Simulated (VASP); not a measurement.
# Te (Fd-3m) in VASP: further runs

The runs below take Te through single point, with PBE.

Program: VASP 6.6.1. These are calculated values, not measurements. Logs are shortened: lines on timing, memory, paths and dates and some standing lists are left out, and cuts for length are marked.

### Step 1. The cell of the first run

The structure is cubic, space group Fd-3m (No. 227). Conventional cell: a = 5.507 Å, b = 5.507 Å, c = 5.507 Å, α = 90.00°, β = 90.00°, γ = 90.00°. Within 3.1 Å of Te (site symmetry -43m) lie 4 Te at 2.38 Å.

This isn't the form of Te at room conditions, which is trigonal, of chains.

### Step 2. Single point, PBE (20.87 Å³/atom)

The input, POSCAR:

```
Te
1.0
    0.0000000000      2.7532887992      2.7532887992
    2.7532887992      0.0000000000      2.7532887992
    2.7532887992      2.7532887992      0.0000000000
Te
2
Direct
   -0.1250000000     -0.1250000000     -0.1250000000
    0.1250000000      0.1250000000      0.1250000000
```

The input, INCAR.step1:

```
SYSTEM = Te
PREC = Accurate
ENCUT = 520
EDIFF = 1E-6
ISMEAR = -1
SIGMA = 0.1
LREAL = .FALSE.
LASPH = .TRUE.
NELM = 80
ALGO = Normal
ISIF = 2
LWAVE = .FALSE.
LCHARG = .TRUE.
GGA = PE
NBANDS = 13
```

The input, KPOINTS.step1:

```
Automatic mesh
0
G
  10 10 10
  0 0 0
```

The input, INCAR.step2:

```
SYSTEM = Te
PREC = Accurate
ENCUT = 520
EDIFF = 1E-6
ISMEAR = -5
SIGMA = 0.1
LREAL = .FALSE.
LASPH = .TRUE.
NELM = 80
ALGO = Normal
ISIF = 2
LWAVE = .FALSE.
LCHARG = .FALSE.
GGA = PE
LORBIT = 11
NEDOS = 2001
ICHARG = 11
```

The input, KPOINTS.step2:

```
Automatic mesh
0
G
  15 15 15
  0 0 0
```

Potentials or basis: VASP PAW PBE potentials, release 64 (Te).

Command:

```sh
> cat potpaw_PBE.64/Te/POTCAR > POTCAR
> cp INCAR.step1 INCAR
> cp KPOINTS.step1 KPOINTS
> mpirun -np 1 vasp_std > vasp.out
> cp INCAR.step2 INCAR
> cp KPOINTS.step2 KPOINTS
> mpirun -np 1 vasp_std > vasp.out
```

OUTCAR:

```text
SYSTEM = Te
   PREC = Accurate
   ENCUT = 520
   EDIFF = 1E-6
   ISMEAR = -5
   LREAL = .FALSE.
   LASPH = .TRUE.
   NELM = 80
   ISIF = 2
   GGA = PE
   LORBIT = 11
   ICHARG = 11

 ion  position               nearest neighbor table
   1  0.875  0.875  0.875-   2 2.38   2 2.38   2 2.38   2 2.38
   2  0.125  0.125  0.125-   1 2.38   1 2.38   1 2.38   1 2.38

  LATTYP: Found a face centered cubic cell.
 ALAT       =     5.5065775984

  Lattice vectors:

 A1 = (   0.0000000000,   2.7532887992,   2.7532887992)
 A2 = (   2.7532887992,   0.0000000000,   2.7532887992)
 A3 = (   2.7532887992,   2.7532887992,   0.0000000000)

Analysis of symmetry for initial positions (statically):
=====================================================================
 Subroutine PRICEL returns:
 Original cell was already a primitive cell.

 Routine SETGRP: Setting up the symmetry group for a
 face centered cubic supercell.

 Subroutine GETGRP returns: Found 48 space group operations
 (whereof 12 operations were pure point group operations)
 out of a pool of 48 trial point group operations.

The static configuration has the point symmetry D_3d.
 The point group associated with its full space group is O_h .

Analysis of symmetry for dynamics (positions and initial velocities):
=====================================================================
 Subroutine PRICEL returns:
 Original cell was already a primitive cell.

 Routine SETGRP: Setting up the symmetry group for a
 face centered cubic supercell.

 Subroutine GETGRP returns: Found 48 space group operations
 (whereof 12 operations were pure point group operations)
 out of a pool of 48 trial point group operations.

The dynamic configuration has the point symmetry D_3d.
 The point group associated with its full space group is O_h .

 Subroutine INISYM returns: Found 48 space group operations
 (whereof 12 operations are pure point group operations),
 and found     1 'primitive' translations

----------------------------------------------------------------------------------------

                                     Primitive cell

  volume of cell :      41.7432

  direct lattice vectors                    reciprocal lattice vectors
     0.000000000  2.753288799  2.753288799    -0.181601000  0.181601000  0.181601000
     2.753288799  0.000000000  2.753288799     0.181601000 -0.181601000  0.181601000
     2.753288799  2.753288799  0.000000000     0.181601000  0.181601000 -0.181601000

  length of vectors
     3.893738361  3.893738361  3.893738361     0.314542159  0.314542159  0.314542159

[... 92 lines left out ...]
   PSTRESS=    0.0 pullay stress
   NELECT =      12.0000    total number of electrons
   NUPDOWN=      -1.0000    fix difference up-down
   EMIN   =  10.00;   EMAX   =-10.00  energy-range for DOS
   EFERMI =   0.00;   METHOD = LEGACY
   ISMEAR =    -5;   SIGMA  =   0.10  broadening in eV -4-tet -1-fermi 0-gaus
   EFERMI_NEDOS =   21; number of points for ismear=-14 and -15
   IALGO  =     38    algorithm
   IMIX   =      4    mixing-type and parameters
     AMIX     =   0.40;   BMIX     =  1.00
     AMIX_MAG =   1.60;   BMIX_MAG =  1.00
  volume/ion in A,a.u.               =      20.87       140.85
  Fermi-wavevector in a.u.,A,eV,Ry     =   1.080455  2.041765 15.883220  1.167384
  Thomas-Fermi vector in A             =   2.216447
   LORBIT       =     11    0 simple, 1 ext, 2 COOP (PROOUT), +10 PAW based schemes
   GGA     = PE    functional components
   LHFCALC =     F    Hartree Fock is set to
   AEXX    =    0.0000 exact exchange contribution
   IVDW    =     0    specifies the selected vdW correction
   LEPSILON=     F    determine dielectric tensor
   LRPA    =     F    only Hartree local field effects (RPA)
 non-spin polarized calculation
 Fermi weights with tetrahedron method with Bloechl corrections
  energy-cutoff  :      520.00
  volume of cell :       41.74
 maximum number of plane-waves:      1139
 NGX is ok and might be reduce to    30

 number of electron      12.0000001 magnetization

 Free energy of the ion-electron system (eV)
  ---------------------------------------------------
  ext. energy  EPLUGINS =         0.00000000
  ---------------------------------------------------
  free energy    TOTEN  =         3.72739335 eV

  energy without entropy =        3.72739335  energy(sigma->0) =        3.72739335

 E-fermi :  13.5356     XC(G=0): -11.1643

 val. band max:       13.7124095824   @ k =  -0.2667   0.2000   0.0000
 cond. band min:      13.4073926812   @ k =  -0.2667   0.1333   0.0000
 fundamental gap:     -0.3050169012
 Fermi energy:        13.5356009810

 k-point     1 :       0.0000    0.0000    0.0000
  band No.  band energies     occupation
      1      -6.0834      2.00000
      2       8.3018      2.00000
      3       8.3018      2.00000
      4       8.3018      2.00000
      5       9.3384      2.00000
      6      11.5872      2.00000
      7      11.5872      2.00000
      8      11.5872      2.00000
      9      16.3878      0.00000
     10      19.1535      0.00000
[... 287 lines left out ...]
 k-point    24 :       0.2000    0.1333    0.0000
  band No.  band energies     occupation
      1      -5.5380      2.00000
      2       4.7415      2.00000
      3       6.9366      2.00000
      4       6.9638      2.00000
      5      10.9816      2.00000
      6      11.8207      2.00000
      7      13.5443      1.05219
      8      13.7732      0.16146
      9      16.8759      0.00000
     10      18.3926      0.00000

 [... further k-points ...]
[... 5 lines left out ...]
  --------------------------------------------------------------------------------------
  -------------------------------------------------------------------------------------
  Total       30.5614425     30.5614425     30.5614425      0.0000000      0.0000000      0.0000000
  in kB     1173.0030249   1173.0030249   1173.0030249      0.0000000      0.0000000      0.0000000
  external PRESSURE =    1173.0030249 kB  Pullay stress =       0.0000000 kB

 VOLUME and BASIS-vectors are now :
 -----------------------------------------------------------------------------
  energy-cutoff  :      520.00
  volume of cell :       41.74
      direct lattice vectors                 reciprocal lattice vectors
     0.000000000  2.753288799  2.753288799    -0.181601000  0.181601000  0.181601000
     2.753288799  0.000000000  2.753288799     0.181601000 -0.181601000  0.181601000
     2.753288799  2.753288799  0.000000000     0.181601000  0.181601000 -0.181601000

 POSITION                                       TOTAL-FORCE (eV/Angst)
 -----------------------------------------------------------------------------------
      4.81826      4.81826      4.81826         0.000000      0.000000      0.000000
      0.68832      0.68832      0.68832        -0.000000      0.000000     -0.000000
 -----------------------------------------------------------------------------------
    total drift:                               -0.000000      0.000000      0.000000

  FREE ENERGIE OF THE ION-ELECTRON SYSTEM (eV)
  ---------------------------------------------------
  free  energy   TOTEN  =         3.7273933471 eV

  energy  without entropy=        3.7273933471  energy(sigma->0) =        3.72739335

 total charge

# of ion       s       p       d       tot
------------------------------------------
    1        1.488   2.150   0.304   3.943
    2        1.488   2.150   0.304   3.943
--------------------------------------------------
tot          2.977   4.300   0.609   7.885
```

Run time: 51 s. Hardware: 1 thread of Intel Xeon Platinum 8259CL at 2.50GHz (Skylake/Cascade Lake), shared host; peak memory 0.18 GiB.

Results:

* Valence electrons inside the program's atomic spheres: Te 3.94

Caveat: spin-orbit coupling is left out, which moves the levels of the heavy elements.

### Step 3. Single point, PBE (27.83 Å³/atom)

This run uses another cell than the first one, of 27.83 Å³/atom.

The input, POSCAR:

```
Te
1.0
    0.0000000000      3.0303864368      3.0303864368
    3.0303864368      0.0000000000      3.0303864368
    3.0303864368      3.0303864368      0.0000000000
Te
2
Direct
   -0.1250000000     -0.1250000000     -0.1250000000
    0.1250000000      0.1250000000      0.1250000000
```

INCAR.step1 is that of step 2.

The input, KPOINTS.step1:

```
regular mesh
0
G
  10 10 10
  0 0 0
```

INCAR.step2: that of step 2 with these lines changed.

```diff
@@ -15,3 +15,3 @@
 LORBIT = 11
-NEDOS = 2001
+NEDOS = 1001
 ICHARG = 11
```

The input, KPOINTS.step2:

```
regular mesh
0
G
  15 15 15
  0 0 0
```

Potentials or basis: VASP PAW PBE potentials, release 64 (Te).

Command:

```sh
> cat potpaw_PBE.64/Te/POTCAR > POTCAR
> cp INCAR.step1 INCAR
> cp KPOINTS.step1 KPOINTS
> mpirun -np 1 vasp_std > vasp.out
> cp INCAR.step2 INCAR
> cp KPOINTS.step2 KPOINTS
> mpirun -np 1 vasp_std > vasp.out
```

OUTCAR:

```text
SYSTEM = Te
   PREC = Accurate
   ENCUT = 520
   EDIFF = 1E-6
   ISMEAR = -5
   LREAL = .FALSE.
   LASPH = .TRUE.
   NELM = 80
   ISIF = 2
   GGA = PE
   LORBIT = 11
   ICHARG = 11

 ion  position               nearest neighbor table
   1  0.875  0.875  0.875-   2 2.62   2 2.62   2 2.62   2 2.62
   2  0.125  0.125  0.125-   1 2.62   1 2.62   1 2.62   1 2.62

  LATTYP: Found a face centered cubic cell.
 ALAT       =     6.0607728736

  Lattice vectors:

 A1 = (   0.0000000000,   3.0303864368,   3.0303864368)
 A2 = (   3.0303864368,   0.0000000000,   3.0303864368)
 A3 = (   3.0303864368,   3.0303864368,   0.0000000000)

Analysis of symmetry for initial positions (statically):
=====================================================================
 Subroutine PRICEL returns:
 Original cell was already a primitive cell.

 Routine SETGRP: Setting up the symmetry group for a
 face centered cubic supercell.

 Subroutine GETGRP returns: Found 48 space group operations
 (whereof 12 operations were pure point group operations)
 out of a pool of 48 trial point group operations.

The static configuration has the point symmetry D_3d.
 The point group associated with its full space group is O_h .
[... 175 lines left out ...]
      4       4.5164      2.00000
      5       4.5164      2.00000
      6       7.6012      2.00000
      7       7.6012      2.00000
      8       7.6012      2.00000
      9      12.2473      0.00000
     10      14.6273      0.00000
[... 287 lines left out ...]
 k-point    24 :       0.2000    0.1333    0.0000
  band No.  band energies     occupation
      1      -7.2133      2.00000
      2       0.3500      2.00000
      3       3.6151      2.00000
      4       3.6281      2.00000
      5       6.2486      2.00000
      6       7.1776      2.00000
      7       8.9750      1.22400
      8       9.0748      0.58995
      9      12.7981      0.00000
     10      13.7871      0.00000

 [... further k-points ...]
[... 5 lines left out ...]
  --------------------------------------------------------------------------------------
  -------------------------------------------------------------------------------------
  Total       14.0115645     14.0115645     14.0115645     -0.0000000      0.0000000      0.0000000
  in kB      403.3417470    403.3417470    403.3417470     -0.0000000      0.0000000      0.0000000
  external PRESSURE =     403.3417470 kB  Pullay stress =       0.0000000 kB

 VOLUME and BASIS-vectors are now :
 -----------------------------------------------------------------------------
  energy-cutoff  :      520.00
  volume of cell :       55.66
      direct lattice vectors                 reciprocal lattice vectors
     0.000000000  3.030386437  3.030386437    -0.164995459  0.164995459  0.164995459
     3.030386437  0.000000000  3.030386437     0.164995459 -0.164995459  0.164995459
     3.030386437  3.030386437  0.000000000     0.164995459  0.164995459 -0.164995459

 POSITION                                       TOTAL-FORCE (eV/Angst)
 -----------------------------------------------------------------------------------
      5.30318      5.30318      5.30318        -0.000000     -0.000000     -0.000000
      0.75760      0.75760      0.75760         0.000000      0.000000      0.000000
 -----------------------------------------------------------------------------------
    total drift:                                0.000000      0.000000     -0.000000

  FREE ENERGIE OF THE ION-ELECTRON SYSTEM (eV)
  ---------------------------------------------------
  free  energy   TOTEN  =        -2.4674261252 eV

  energy  without entropy=       -2.4674261252  energy(sigma->0) =       -2.46742613

 total charge

# of ion       s       p       d       tot
------------------------------------------
    1        1.478   1.945   0.140   3.563
    2        1.478   1.945   0.140   3.563
--------------------------------------------------
tot          2.955   3.890   0.280   7.126
```

OSZICAR.step1:

```text
N       E                     dE             d eps       ncg     rms          rms(c)
DAV:   1     0.488004705664E+02    0.48800E+02   -0.45681E+03  1222   0.753E+02
DAV:   2     0.233610166189E+00   -0.48567E+02   -0.45967E+02  1636   0.119E+02
DAV:   3    -0.248965188373E+01   -0.27233E+01   -0.26888E+01  1575   0.300E+01
DAV:   4    -0.253302370572E+01   -0.43372E-01   -0.43356E-01  1449   0.453E+00
DAV:   5    -0.253411154814E+01   -0.10878E-02   -0.10878E-02  1577   0.724E-01    0.266E+01
DAV:   6    -0.250853921690E+01    0.25572E-01   -0.11858E-02  1377   0.550E-01    0.159E+01
DAV:   7    -0.249915997944E+01    0.93792E-02   -0.18995E-02  1347   0.686E-01    0.341E-01
DAV:   8    -0.249878721315E+01    0.37277E-03   -0.13188E-03  1327   0.201E-01    0.111E-01
DAV:   9    -0.249879336934E+01   -0.61562E-05   -0.59914E-05  1572   0.418E-02    0.583E-02
DAV:  10    -0.249879374922E+01   -0.37987E-06   -0.94219E-06  1347   0.155E-02
   1 F= -.24987937E+01 E0= -.24721155E+01  d E =-.533565E-01
```

Wall time 41 s (1 thread of Intel Xeon Platinum 8259CL at 2.50GHz (Skylake/Cascade Lake), shared host); peak memory 0.21 GiB.

Results:

| Property | Result |
| --- | --- |
| Valence electrons inside the program's atomic spheres | Te 3.56 |

Caveat: spin-orbit coupling is left out, which moves the levels of the heavy elements.
